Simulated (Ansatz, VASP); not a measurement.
C: VASP beside Ansatz

File INCAR:

```
SYSTEM = C
PREC = Accurate
ENCUT = 520
EDIFF = 1E-7
ISMEAR = 0
SIGMA = 0.05
LREAL = .FALSE.
LASPH = .TRUE.
NELM = 100
ALGO = Normal
ISIF = 2
LWAVE = .FALSE.
LCHARG = .FALSE.
GGA = PS
NBANDS = 31
```

The input KPOINTS:

```
regular mesh
0
G
  11 7 3
  0 0 0
```

Contents of POSCAR:

```
C
1.0
   -2.1294220588     -1.2294315772      0.0088643343
    1.3950280734      0.0000000000     -3.6324024213
    3.4512243996     -9.6305473545      3.0077959600
C
10
Direct
    0.7777558694      0.1555174265      0.0666694635
    0.2110892027      0.3221840932      0.2666694635
   -0.3555774640      0.4888507599      0.4666694635
    0.0777558693      0.6555174266      0.6666694635
   -0.4889107973      0.8221840932      0.8666694635
   -0.0110892027     -0.1221840932      0.9333305365
    0.2555774640      0.2111492401      0.1333305365
    0.6889107973      0.3778159068      0.3333305365
    0.1222441306      0.5444825734      0.5333305365
   -0.4444225360      0.7111492401      0.7333305365
```

Input for Ansatz:

```yaml
crystal:
  lattice:
    - [-2.1294220588, -1.2294315772, 0.0088643343]
    - [1.3950280734, 0.0, -3.6324024213]
    - [3.4512243996, -9.6305473545, 3.00779596]
  atoms:
    - { symbol: C, position: [0.7777558694, 0.1555174265, 0.0666694635] }
    - { symbol: C, position: [0.2110892027, 0.3221840932, 0.2666694635] }
    - { symbol: C, position: [-0.355577464, 0.4888507599, 0.4666694635] }
    - { symbol: C, position: [0.0777558693, 0.6555174266, 0.6666694635] }
    - { symbol: C, position: [-0.4889107973, 0.8221840932, 0.8666694635] }
    - { symbol: C, position: [-0.0110892027, -0.1221840932, 0.9333305365] }
    - { symbol: C, position: [0.255577464, 0.2111492401, 0.1333305365] }
    - { symbol: C, position: [0.6889107973, 0.3778159068, 0.3333305365] }
    - { symbol: C, position: [0.1222441306, 0.5444825734, 0.5333305365] }
    - { symbol: C, position: [-0.444422536, 0.7111492401, 0.7333305365] }
basis:
  ecutwfc: 420
kpoints:
  mp_grid: { grid: [11, 7, 3] }
hamiltonian:
  xc: pbesol
scf:
  occupations: { method: gaussian, width: 0.05 }
output:
  forces: true
  stress: true
  eigenvalues: true
```

Alike in both runs: task single point; functional PBEsol; k mesh 11 × 7 × 3; occupations gaussian, width 0.05 eV; no spin polarisation.

```csv
,VASP,Ansatz
version,VASP 6.6.1,Ansatz 0.2.0
potentials or method,"VASP PAW PBE potentials, release 64 (C), cutoff 520 eV","scalar-relativistic, plane waves, PAW"
valence electrons in the cell,40,40
```

Ansatz gave:

* gap on the k mesh at the Fermi level (eV): 0.10
* least direct gap on the mesh (eV): 0.20
* pressure (GPa): -3.3
* traceless stress, the component that is largest in VASP (GPa): -14.55
* rms of the force components (eV/Å): 1.532

What did VASP give for the same quantities?

gap on the k mesh at the Fermi level (eV): 0.09; least direct gap on the mesh (eV): 0.20; pressure (GPa): -2.7; traceless stress, the component that is largest in VASP (GPa): -14.17; rms of the force components (eV/Å): 1.534.

VASP's potentials were made for PBE, not for PBEsol. Atom by atom the forces differ by 0.013 eV/Å (rms over components).
